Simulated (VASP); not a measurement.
# Al2O3 (P-3m1) in VASP: relaxation of cell and atoms with PBEsol

Aim: the relaxation of cell and atoms of Al2O3 with PBEsol.

Program: VASP 6.6.1. These are calculated values, not measurements. Logs are shortened: lines on timing, memory, paths and dates and some standing lists are left out, and cuts for length are marked.

### Step 1. The cell of the first run

The structure is trigonal, space group P-3m1 (No. 164). Conventional cell: a = 3.017 Å, b = 3.017 Å, c = 7.575 Å, α = 90.00°, β = 90.00°, γ = 120.00°. Within 2.2 Å of Al (site symmetry 3m) lie 4 O at 1.68 to 1.84 Å. O (site symmetry 3m) has 3 Al at 1.84 Å within 2.4 Å. O (site symmetry -3m) has 2 Al at 1.68 Å within 2.2 Å.

### Step 2. Relaxation of cell and atoms, PBEsol

Input file INCAR:

```
SYSTEM = Al2O3
  PREC = Accurate
  ENCUT = 1340
  EDIFF = 1E-7
  ISMEAR = 0
  SIGMA = 0.01
  LREAL = .FALSE.
  LASPH = .TRUE.
  NELM = 120
  ALGO = Normal
  ISIF = 3
  LWAVE = .FALSE.
  LCHARG = .FALSE.
  GGA = PS
  IBRION = 2
  NSW = 80
  EDIFFG = -0.02
  GGA_COMPAT = .FALSE.
  NELMIN = 4
```

Input file KPOINTS:

```
regular mesh
0
G
  8 8 3
  0 0 0
```

Input file POSCAR:

```
Al2O3
1.0
    3.0174825400      0.0000000000      0.0000000000
   -1.5087412700      2.6132165400      0.0000000000
    0.0000000000      0.0000000000      7.5746360000
Al O
2 3
Direct
    0.0000000000      0.0000000000      0.2779509999
    0.0000000000      0.0000000000      0.7220490001
    0.3333333286      0.6666666705      0.1994540002
    0.6666666714      0.3333333295      0.8005459998
    0.0000000000      0.0000000000      0.5000000000
```

Potentials or basis: VASP PAW PBE potentials, release 64 (Al, O_h).

On the command line:

```
$ cat potpaw_PBE.64/Al/POTCAR potpaw_PBE.64/O_h/POTCAR > POTCAR
$ mpirun -np 1 vasp_std > vasp.out
```

OUTCAR:

```text
SYSTEM = Al2O3
   PREC = Accurate
   ENCUT = 1340
   EDIFF = 1E-7
   ISMEAR = 0
   LREAL = .FALSE.
   LASPH = .TRUE.
   NELM = 120
   ISIF = 3
   GGA = PS
   IBRION = 2
   NSW = 80
   EDIFFG = -0.02
   NELMIN = 4

 ion  position               nearest neighbor table
   1  0.000  0.000  0.278-   5 1.68   3 1.84   3 1.84   3 1.84   2 3.36
   2  0.000  0.000  0.722-   5 1.68   4 1.84   4 1.84   4 1.84   1 3.36
   3  0.333  0.667  0.199-   1 1.84   1 1.84   1 1.84
   4  0.667  0.333  0.801-   2 1.84   2 1.84   2 1.84
   5  0.000  0.000  0.500-   1 1.68   2 1.68

  LATTYP: Found a hexagonal cell.
 ALAT       =     3.0174825400
 C/A-ratio  =     2.5102501504

  Lattice vectors:

 A1 = (   3.0174825400,   0.0000000000,   0.0000000000)
 A2 = (  -1.5087412700,   2.6132165400,   0.0000000000)
 A3 = (   0.0000000000,   0.0000000000,   7.5746360000)

Analysis of symmetry for initial positions (statically):
=====================================================================
 Subroutine PRICEL returns:
 Original cell was already a primitive cell.

 Routine SETGRP: Setting up the symmetry group for a
 hexagonal supercell.

 Subroutine GETGRP returns: Found 12 space group operations
 (whereof 12 operations were pure point group operations)
 out of a pool of 24 trial point group operations.

The static configuration has the point symmetry D_3d.

Analysis of symmetry for dynamics (positions and initial velocities):
=====================================================================
 Subroutine PRICEL returns:
 Original cell was already a primitive cell.

 Routine SETGRP: Setting up the symmetry group for a
 hexagonal supercell.

 Subroutine GETGRP returns: Found 12 space group operations
 (whereof 12 operations were pure point group operations)
 out of a pool of 24 trial point group operations.

The dynamic configuration has the point symmetry D_3d.

 Subroutine INISYM returns: Found 12 space group operations
 (whereof 12 operations are pure point group operations),
 and found     1 'primitive' translations

----------------------------------------------------------------------------------------

                                     Primitive cell

  volume of cell :      59.7285

  direct lattice vectors                    reciprocal lattice vectors
     3.017482540  0.000000000  0.000000000     0.331402083  0.191335082  0.000000000
    -1.508741270  2.613216540  0.000000000     0.000000000  0.382670163  0.000000000
     0.000000000  0.000000000  7.574636000     0.000000000  0.000000000  0.132019545

  length of vectors
     3.017482540  3.017482544  7.574636000     0.382670164  0.382670163  0.132019545

  position of ions in fractional coordinates (direct lattice)
     0.000000000  0.000000000  0.277951000
     0.000000000  0.000000000  0.722049000
     0.333333329  0.666666670  0.199454000
     0.666666671  0.333333330  0.800546000
     0.000000000  0.000000000  0.500000000

  ion indices of the primitive-cell ions
   primitive index   ion index
                 1           1
                 2           2
                 3           3
                 4           4
                 5           5

----------------------------------------------------------------------------------------

 KPOINTS: regular mesh

Automatic generation of k-mesh.
 Grid dimensions read from file:
 generate k-points for:    8    8    3

 Generating k-lattice:

  Cartesian coordinates                     Fractional coordinates (reciprocal lattice)
     0.041425260  0.023916885  0.000000000     0.125000000  0.000000000  0.000000000
     0.000000000  0.047833770  0.000000000     0.000000000  0.125000000  0.000000000
     0.000000000  0.000000000  0.044006515     0.000000000  0.000000000  0.333333333

  Length of vectors
     0.047833770  0.047833770  0.044006515

  Shift w.r.t. Gamma in fractional coordinates (k-lattice)
     0.000000000  0.000000000  0.000000000

 Subroutine IBZKPT returns following result:
 ===========================================

 Found     25 irreducible k-points:

 Following reciprocal coordinates:
            Coordinates               Weight
  0.000000  0.000000  0.000000      1.000000
  0.125000  0.000000  0.000000      6.000000
  0.250000  0.000000  0.000000      6.000000
  0.375000  0.000000  0.000000      6.000000
  0.500000  0.000000  0.000000      3.000000
  0.125000  0.125000  0.000000      6.000000
[... 16 lines left out ...]
 -0.125000  0.500000  0.333333     12.000000
  0.250000  0.250000  0.333333     12.000000
   k-points           NKPTS =     25   k-points in BZ     NKDIM =     25   number of bands    NBANDS=     16
   number of dos      NEDOS =    301   number of ions     NIONS =      5
   total plane-waves  NPLWV = 116640
   dimension x,y,z NGX =    36 NGY =   36 NGZ =   90
   dimension x,y,z NGXF=    72 NGYF=   72 NGZF=  180
   ions per type =               2   3
   NGX,Y,Z   is equivalent  to a cutoff of  19.83, 19.83, 19.75 a.u.
   NGXF,Y,Z  is equivalent  to a cutoff of  39.67, 39.67, 39.51 a.u.
 SYSTEM =  Al2O3
   PREC   = accura    normal or accurate (medium, high low for compatibility)
   ISTART =      0    job   : 0-new  1-cont  2-samecut
   ICHARG =      2    charge: 1-file 2-atom 10-const
   ISPIN  =      1    spin polarized calculation?
   LNONCOLLINEAR =      F non collinear calculations
   LSORBIT =      F    spin-orbit coupling
   LASPH  =      T    aspherical Exc in radial PAW
   ENCUT  = 1340.0 eV  98.49 Ry    9.92 a.u.   9.01  9.01 22.61*2*pi/ulx,y,z
   NELM   =    120;   NELMIN=  4; NELMDL= -5     # of ELM steps
   EDIFF  = 0.1E-06   stopping-criterion for ELM
   LREAL  =      F    real-space projection
   EDIFFG = -.2E-01   stopping-criterion for IOM
   NSW    =     80    number of steps for IOM
   IBRION =      2    ionic relax: 0-MD 1-quasi-New 2-CG
   NFREE  =      1    steps in history (QN), initial steepest desc. (CG)
   ISIF   =      3    stress and relaxation
   ISYM   =      2    0-nonsym 1-usesym 2-fastsym
   POTIM  = 0.5000    time-step for ionic-motion
   TEBEG  =    0.0;   TEEND  =   0.0 temperature during run
   PSTRESS=    0.0 pullay stress
   NELECT =      24.0000    total number of electrons
   NUPDOWN=      -1.0000    fix difference up-down
   EMIN   =  10.00;   EMAX   =-10.00  energy-range for DOS
   EFERMI =   0.00;   METHOD = LEGACY
   ISMEAR =     0;   SIGMA  =   0.01  broadening in eV -4-tet -1-fermi 0-gaus
   EFERMI_NEDOS =   21; number of points for ismear=-14 and -15
   IALGO  =     38    algorithm
   IMIX   =      4    mixing-type and parameters
     AMIX     =   0.40;   BMIX     =  1.00
     AMIX_MAG =   1.60;   BMIX_MAG =  1.00
  volume/ion in A,a.u.               =      11.95        80.61
  Fermi-wavevector in a.u.,A,eV,Ry     =   1.208049  2.282882 19.856107  1.459383
  Thomas-Fermi vector in A             =   2.343669
   LORBIT       =      0    0 simple, 1 ext, 2 COOP (PROOUT), +10 PAW based schemes
   GGA     = PS    functional components
   LHFCALC =     F    Hartree Fock is set to
   AEXX    =    0.0000 exact exchange contribution
   IVDW    =     0    specifies the selected vdW correction
   LEPSILON=     F    determine dielectric tensor
   LRPA    =     F    only Hartree local field effects (RPA)
 conjugate gradient relaxation of ions
 non-spin polarized calculation
 Gauss-broadening in eV      SIGMA  =   0.01
  energy-cutoff  :     1340.00
  volume of cell :       59.73
 maximum number of plane-waves:      6685
   NGX = 17   NGY = 17   NGZ = 45

--------------------------------------- Ionic step        1  -------------------------------------------

 number of electron      23.9999996 magnetization

 Free energy of the ion-electron system (eV)
  ---------------------------------------------------
  ext. energy  EPLUGINS =         0.00000000
  ---------------------------------------------------
  free energy    TOTEN  =       -37.76849124 eV

  energy without entropy =      -37.76849124  energy(sigma->0) =      -37.76849124

 E-fermi :   4.1920     XC(G=0):  -9.9454

 val. band max:        4.1317912032   @ k =   0.0000   0.0000   0.0000
 cond. band min:       6.3245169117   @ k =   0.0000   0.0000   0.0000
 fundamental gap:      2.1927257086
 Fermi energy:         4.1919969920

 k-point     1 :       0.0000    0.0000    0.0000
  band No.  band energies     occupation
      1     -15.4132      2.00000
      2     -15.2166      2.00000
      3     -12.6478      2.00000
      4      -1.7508      2.00000
      5      -0.4002      2.00000
      6       0.3974      2.00000
[... 8 lines left out ...]
     15      11.3482      0.00000
     16      14.5222      0.00000
[... 420 lines left out ...]
  band No.  band energies     occupation
      1     -14.4679      2.00000
      2     -14.4413      2.00000
      3     -12.2091      2.00000
      4      -2.6851      2.00000
      5      -2.3045      2.00000
      6      -1.2214      2.00000
[... 8 lines left out ...]
     15      11.1453      0.00000
     16      13.4050      0.00000

 [... further k-points ...]
[... 5 lines left out ...]
  --------------------------------------------------------------------------------------
  -------------------------------------------------------------------------------------
  Total       -1.5636804     -1.5636805     -1.0257499      0.0000000      0.0000000      0.0000000
  in kB      -41.9446579    -41.9446581    -27.5150381      0.0000000      0.0000000      0.0000000
  external PRESSURE =     -37.1347847 kB  Pullay stress =       0.0000000 kB
[... 180 lines left out ...]
  energy  without entropy=      -37.7859793152  energy(sigma->0) =      -37.78597932

--------------------------------------- Ionic step        6  -------------------------------------------

 number of electron      23.9999997 magnetization

 Free energy of the ion-electron system (eV)
  ---------------------------------------------------
  ext. energy  EPLUGINS =         0.00000000
  ---------------------------------------------------
  free energy    TOTEN  =       -37.78639770 eV

  energy without entropy =      -37.78639770  energy(sigma->0) =      -37.78639770

 E-fermi :   4.4100     XC(G=0): -10.0379

 val. band max:        4.3507938181   @ k =   0.0000   0.0000   0.0000
 cond. band min:       6.6852991294   @ k =   0.0000   0.0000   0.0000
 fundamental gap:      2.3345053113
 Fermi energy:         4.4100460251

 k-point     1 :       0.0000    0.0000    0.0000
  band No.  band energies     occupation
      1     -15.3682      2.00000
      2     -15.1683      2.00000
      3     -12.5242      2.00000
      4      -1.6461      2.00000
      5      -0.3199      2.00000
      6       0.5484      2.00000
[... 8 lines left out ...]
     15      11.6582      0.00000
     16      14.8315      0.00000
[... 420 lines left out ...]
  band No.  band energies     occupation
      1     -14.3752      2.00000
      2     -14.3482      2.00000
      3     -12.0462      2.00000
      4      -2.5839      2.00000
      5      -2.2182      2.00000
      6      -1.1052      2.00000
[... 8 lines left out ...]
     15      11.5123      0.00000
     16      13.8980      0.00000

 [... further k-points ...]
[... 5 lines left out ...]
  --------------------------------------------------------------------------------------
  -------------------------------------------------------------------------------------
  Total        0.0068087      0.0068087      0.0335101      0.0000000      0.0000000      0.0000000
  in kB        0.1867344      0.1867344      0.9190490      0.0000000      0.0000000      0.0000000
  external PRESSURE =       0.4308393 kB  Pullay stress =       0.0000000 kB
[... 20 lines left out ...]
  FREE ENERGIE OF THE ION-ELECTRON SYSTEM (eV)
  ---------------------------------------------------
  free  energy   TOTEN  =       -37.7863977014 eV

  energy  without entropy=      -37.7863977014  energy(sigma->0) =      -37.78639770

 reached required accuracy - stopping structural energy minimisation
```

Run time: 4.8 min. Hardware: 1 thread of AMD EPYC 7R13 (Zen 3), shared host; peak memory 0.36 GiB.

Results:

```yaml
Free_energy: -37.7864 eV
Relaxed_volume: 11.68 Å³/atom
Relaxed_cell: a = 2.987 Å, b = 2.987 Å, c = 7.558 Å, α = 90.00°, β = 90.00°, γ = 120.00°
Space_group_after_relaxing_to_0.1_Å: P-3m1 (No. 164)
Energy_gained_by_relaxing: 3.6 meV/atom
Ionic_steps: 6
Pressure_after_relaxing: 0.0 GPa
Largest_force_after_relaxing: 0.018 eV/Å
Band_gap_on_the_k_mesh: 2.33 eV
```

Forces in eV/Å, atoms in the order of the input:
```
Al   0.000  0.000  0.016
Al   0.000  0.000 -0.016
O    0.000  0.000  0.018
O    0.000  0.000 -0.018
O    0.000  0.000  0.000
```

Step by step:
```tsv
step	energy change (eV)	largest force (eV/Å)	pressure (GPa)	volume (Å³)
1	0.0000	0.1704	-3.71	59.73
2	-0.0038	0.2349	3.69	57.37
3	-0.0167	0.0672	0.09	58.45
4	-0.0162	0.2843	-0.01	58.37
5	-0.0175	0.0859	0.04	58.42
6	-0.0179	0.0180	0.04	58.42
```

Final structure:
```
CELL_PARAMETERS angstrom
2.98744 0.00000 0.00000
-1.49372 2.58720 0.00000
0.00000 0.00000 7.55819
ATOMIC_POSITIONS crystal
Al 0.00000 0.00000 0.27857
Al 0.00000 0.00000 0.72143
O 0.33333 0.66667 0.19976
O 0.66667 0.33333 0.80024
O 0.00000 0.00000 0.50000
```

Levels at points of the mesh, in eV from the valence-band top:
```
           k point  band 9  band 10  band 11  band 12  band 13  band 14  band 15  band 16
(0.00, 0.00, 0.00)   -3.79    -2.43     0.00     0.00     2.33     4.36     7.31    10.48
(0.50, 0.00, 0.00)   -3.63    -3.23    -1.87    -0.51     4.47     6.15     8.24     8.98
```

Caveat: the PAW data sets were made with another functional, which shifts forces and pressure a little.
